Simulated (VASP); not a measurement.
Ru, 3 atoms in the cell. It takes space group P6/mmm (No. 191, hexagonal). The conventional cell has a = 4.332 Å, b = 4.332 Å, c = 2.733 Å, α = 90.00°, β = 90.00°, γ = 120.00°. Within 3.6 Å of Ru (site symmetry 6/mmm) lie 14 Ru at 2.73 to 2.85 Å. Ru (site symmetry -6m2) has 11 Ru at 2.50 to 2.85 Å within 3.3 Å. This isn't the form of Ru at room conditions, which is hcp.

| Quantity | Value |
| --- | --- |
| Program | VASP 6.6.1 |
| Task | single point |
| Functional | BLYP |
| Potentials or basis | VASP PAW PBE potentials, release 64 (Ru_pv) |
| Cutoff | 520 eV |
| k mesh | 11 × 11 × 15 |
| Occupations | fermi-dirac, width 0.1 eV |
| Spin | no spin polarisation |
| Dipole correction | no |
| Further INCAR settings | ALGO = Normal; EDIFF = 1e-06; NBANDS = 28 |

Potentials or basis: VASP PAW PBE potentials, release 64 (Ru_pv).

The run is started by

```sh
$ cat potpaw_PBE.64/Ru_pv/POTCAR > POTCAR
$ mpirun -np 1 vasp_std > vasp.out
```

Hardware: 1 thread of Intel(R) Xeon(R) Platinum 8259CL CPU @ 2.50GHz (Skylake/Cascade Lake) (shared host).

Question: Estimate the wall time of this run.

Answer: Wall time 110 s on 1 thread of Intel(R) Xeon(R) Platinum 8259CL CPU @ 2.50GHz (Skylake/Cascade Lake) (shared host), peak memory 0.23 GiB. Counts: scf iterations 13, k points 128.
